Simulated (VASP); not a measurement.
# BN (sol) (P6_3mc) in VASP: single point with PBEsol

Aim: the single point of BN (sol) with PBEsol.

All numbers are computed with VASP 6.6.1; they aren't measurements. Logs are shortened: lines on timing, memory, paths and dates and some standing lists are left out, and cuts for length are marked.

## (1) The cell of the first run

Symmetry: P6_3mc, No. 186, hexagonal system. The conventional cell has a = 2.541 Å, b = 2.541 Å, c = 4.203 Å, α = 90.00°, β = 90.00°, γ = 120.00°. Within 2.1 Å of B (site symmetry 3m) lie 4 N at 1.56 to 1.57 Å. N (site symmetry 3m) has 4 B at 1.56 to 1.57 Å within 2.1 Å.

## (2) Single point, PBEsol

INCAR reads:

```
ALGO     = Normal         # electronic algorithm
EDIFF    = 1E-6           # SCF threshold, eV
ENCUT    = 600            # plane-wave cutoff, eV
GGA      = PS             # functional
GGA_COMPAT= F            
ISIF     = 2              # what is computed and relaxed
ISMEAR   = 0              # smearing method
LASPH    = T              # aspherical terms in the spheres
LCHARG   = T              # write CHGCAR
LELF     = T              # ELF
LREAL    = F              # projectors in reciprocal space
LVHAR    = T            
LWAVE    = F              # write WAVECAR
NBANDS   = 16             # bands
NELM     = 120            # most SCF steps
PREC     = Accurate       # precision mode
SIGMA    = 0.02           # smearing width, eV
```

KPOINTS reads:

```
k-points
0
Gamma
  12 12 6
```

POSCAR reads:

```
BN
1.0
    2.5405721584      0.0000000000      0.0000000000
   -1.2702860792      2.2002000293      0.0000000000
    0.0000000000      0.0000000000      4.2026429029
B N
2 2
Direct
    0.6666666667      0.3333333333      0.9997366354
    0.3333333333      0.6666666667      0.4997366354
    0.6666666667      0.3333333333      0.6252633646
    0.3333333333      0.6666666667      0.1252633646
```

Potentials or basis: VASP PAW PBE potentials, release 64 (B, N).

Launch:

```bash
$ cat potpaw_PBE.64/B/POTCAR potpaw_PBE.64/N/POTCAR > POTCAR
$ mpirun -np 1 vasp_std > vasp.out
```

OUTCAR:

```text
EDIFF = 1E-6
   ENCUT = 600
   GGA = PS
   ISIF = 2
   ISMEAR = 0
   LASPH = T
   LREAL = F
   NELM = 120
   PREC = Accurate

 ion  position               nearest neighbor table
   1  0.667  0.333  1.000-   4 1.56   4 1.56   4 1.56   3 1.57
   2  0.333  0.667  0.500-   3 1.56   3 1.56   3 1.56   4 1.57
   3  0.667  0.333  0.625-   2 1.56   2 1.56   2 1.56   1 1.57
   4  0.333  0.667  0.125-   1 1.56   1 1.56   1 1.56   2 1.57

  LATTYP: Found a hexagonal cell.
 ALAT       =     2.5405721584
 C/A-ratio  =     1.6542111937

  Lattice vectors:

 A1 = (   2.5405721584,   0.0000000000,   0.0000000000)
 A2 = (  -1.2702860792,   2.2002000293,   0.0000000000)
 A3 = (   0.0000000000,   0.0000000000,   4.2026429029)

Analysis of symmetry for initial positions (statically):
=====================================================================
 Subroutine PRICEL returns:
 Original cell was already a primitive cell.

 Routine SETGRP: Setting up the symmetry group for a
 hexagonal supercell.

 Subroutine GETGRP returns: Found 12 space group operations
 (whereof  6 operations were pure point group operations)
 out of a pool of 24 trial point group operations.

The static configuration has the point symmetry C_3v.
 The point group associated with its full space group is C_6v.

Analysis of symmetry for dynamics (positions and initial velocities):
=====================================================================
 Subroutine PRICEL returns:
 Original cell was already a primitive cell.

 Routine SETGRP: Setting up the symmetry group for a
 hexagonal supercell.

 Subroutine GETGRP returns: Found 12 space group operations
 (whereof  6 operations were pure point group operations)
 out of a pool of 24 trial point group operations.

The dynamic configuration has the point symmetry C_3v.
 The point group associated with its full space group is C_6v.

 Subroutine INISYM returns: Found 12 space group operations
 (whereof  6 operations are pure point group operations),
 and found     1 'primitive' translations

----------------------------------------------------------------------------------------

                                     Primitive cell

  volume of cell :      23.4918
[... 85 lines left out ...]
   ISTART =      0    job   : 0-new  1-cont  2-samecut
   ICHARG =      2    charge: 1-file 2-atom 10-const
   ISPIN  =      1    spin polarized calculation?
   LNONCOLLINEAR =      F non collinear calculations
   LSORBIT =      F    spin-orbit coupling
   LASPH  =      T    aspherical Exc in radial PAW
   ENCUT  =  600.0 eV  44.10 Ry    6.64 a.u.   5.07  5.07  8.39*2*pi/ulx,y,z
   NELM   =    120;   NELMIN=  2; NELMDL= -5     # of ELM steps
   EDIFF  = 0.1E-05   stopping-criterion for ELM
   LREAL  =      F    real-space projection
   EDIFFG = 0.1E-04   stopping-criterion for IOM
   NSW    =      0    number of steps for IOM
   IBRION =     -1    ionic relax: 0-MD 1-quasi-New 2-CG
   NFREE  =      0    steps in history (QN), initial steepest desc. (CG)
   ISIF   =      2    stress and relaxation
   ISYM   =      2    0-nonsym 1-usesym 2-fastsym
   POTIM  = 0.5000    time-step for ionic-motion
   TEBEG  =    0.0;   TEEND  =   0.0 temperature during run
   PSTRESS=    0.0 pullay stress
   NELECT =      16.0000    total number of electrons
   NUPDOWN=      -1.0000    fix difference up-down
   EMIN   =  10.00;   EMAX   =-10.00  energy-range for DOS
   EFERMI =   0.00;   METHOD = LEGACY
   ISMEAR =     0;   SIGMA  =   0.02  broadening in eV -4-tet -1-fermi 0-gaus
   EFERMI_NEDOS =   21; number of points for ismear=-14 and -15
   IALGO  =     38    algorithm
   IMIX   =      4    mixing-type and parameters
     AMIX     =   0.40;   BMIX     =  1.00
     AMIX_MAG =   1.60;   BMIX_MAG =  1.00
  volume/ion in A,a.u.               =       5.87        39.63
  Fermi-wavevector in a.u.,A,eV,Ry     =   1.440377  2.721917 28.227805  2.074685
  Thomas-Fermi vector in A             =   2.559128
   LORBIT       =      0    0 simple, 1 ext, 2 COOP (PROOUT), +10 PAW based schemes
   GGA     = PS    functional components
   LHFCALC =     F    Hartree Fock is set to
   AEXX    =    0.0000 exact exchange contribution
   IVDW    =     0    specifies the selected vdW correction
   LEPSILON=     F    determine dielectric tensor
   LRPA    =     F    only Hartree local field effects (RPA)
 non-spin polarized calculation
 Gauss-broadening in eV      SIGMA  =   0.02
  energy-cutoff  :      600.00
  volume of cell :       23.49
 maximum number of plane-waves:       801
   NGX = 11   NGY = 11   NGZ = 17

 number of electron      16.0000003 magnetization

 Free energy of the ion-electron system (eV)
  ---------------------------------------------------
  ext. energy  EPLUGINS =         0.00000000
  ---------------------------------------------------
  free energy    TOTEN  =       -36.63333369 eV

  energy without entropy =      -36.63333369  energy(sigma->0) =      -36.63333369

 E-fermi :   7.6991     XC(G=0): -13.0350

 val. band max:        7.5949360023   @ k =   0.0000   0.0000   0.0000
 cond. band min:      12.5406528349   @ k =   0.3333   0.3333   0.0000
 fundamental gap:      4.9457168326
 Fermi energy:         7.6991479486

 k-point     1 :       0.0000    0.0000    0.0000
  band No.  band energies     occupation
      1     -12.9047      2.00000
      2      -8.6744      2.00000
      3      -3.4759      2.00000
      4       5.4462      2.00000
      5       5.4462      2.00000
      6       7.3130      2.00000
[... 433 lines left out ...]
      3      -1.3322      2.00000
      4       0.1319      2.00000
      5       1.5689      2.00000
      6       3.2414      2.00000
[... 8 lines left out ...]
     15      23.6494      0.00000
     16      23.9074      0.00000

 [... further k-points ...]
[... 5 lines left out ...]
  --------------------------------------------------------------------------------------
  -------------------------------------------------------------------------------------
  Total        0.0781949      0.0781949      0.0684523      0.0000000      0.0000000      0.0000000
  in kB        5.3330145      5.3330145      4.6685567      0.0000000      0.0000000      0.0000000
  external PRESSURE =       5.1115285 kB  Pullay stress =       0.0000000 kB

 VOLUME and BASIS-vectors are now :
 -----------------------------------------------------------------------------
  energy-cutoff  :      600.00
  volume of cell :       23.49
      direct lattice vectors                 reciprocal lattice vectors
     2.540572158  0.000000000  0.000000000     0.393612123  0.227252065  0.000000000
    -1.270286079  2.200200029  0.000000000     0.000000000  0.454504130  0.000000000
     0.000000000  0.000000000  4.202642903     0.000000000  0.000000000  0.237945508

 POSITION                                       TOTAL-FORCE (eV/Angst)
 -----------------------------------------------------------------------------------
      1.27029      0.73340      4.20154         0.000000     -0.000000     -0.004145
     -0.00000      1.46680      2.10021        -0.000000     -0.000000     -0.004145
      1.27029      0.73340      2.62776         0.000000      0.000000      0.004145
     -0.00000      1.46680      0.52644        -0.000000     -0.000000      0.004145
 -----------------------------------------------------------------------------------
    total drift:                                0.000000      0.000000      0.000430

  FREE ENERGIE OF THE ION-ELECTRON SYSTEM (eV)
  ---------------------------------------------------
  free  energy   TOTEN  =       -36.6333336936 eV

  energy  without entropy=      -36.6333336936  energy(sigma->0) =      -36.63333369
```

stdout:

```text
POSCAR found type information on POSCAR B N
 POSCAR found :  2 types and       4 ions
 scaLAPACK will be used
 -----------------------------------------------------------------------------
|                                                                             |
|                                                                             |
|     You enforced a specific xc type in the INCAR file but a different       |
|     I HOPE YOU KNOW WHAT YOU ARE DOING!                                     |
|                                                                             |
 -----------------------------------------------------------------------------

 LDA part: xc-table for (Slater+PW92), standard interpolation
 POSCAR, INCAR and KPOINTS ok, starting setup
 FFT: planning ... GRIDC
 FFT: planning ... GRID_SOFT
 FFT: planning ... GRID
 WAVECAR not read
 entering main loop
```

Run time: 24 s. Hardware: 1 thread of Intel Xeon Platinum 8375C at 2.90GHz (Ice Lake), shared host; peak memory 0.15 GiB.

Results:

| Property | Result |
| --- | --- |
| Free energy | -36.6333 eV |
| Pressure | 0.5 GPa |
| Largest force | 0.004 eV/Å |
| Band gap on the k mesh | 4.95 eV, indirect (least direct gap 8.23 eV) |

Forces in eV/Å, atoms in the order of the input:
```
B    0.000  0.000 -0.004
B    0.000  0.000 -0.004
N    0.000  0.000  0.004
N    0.000  0.000  0.004
```

Caveat: the PAW data sets were made with another functional, which shifts forces and pressure a little.
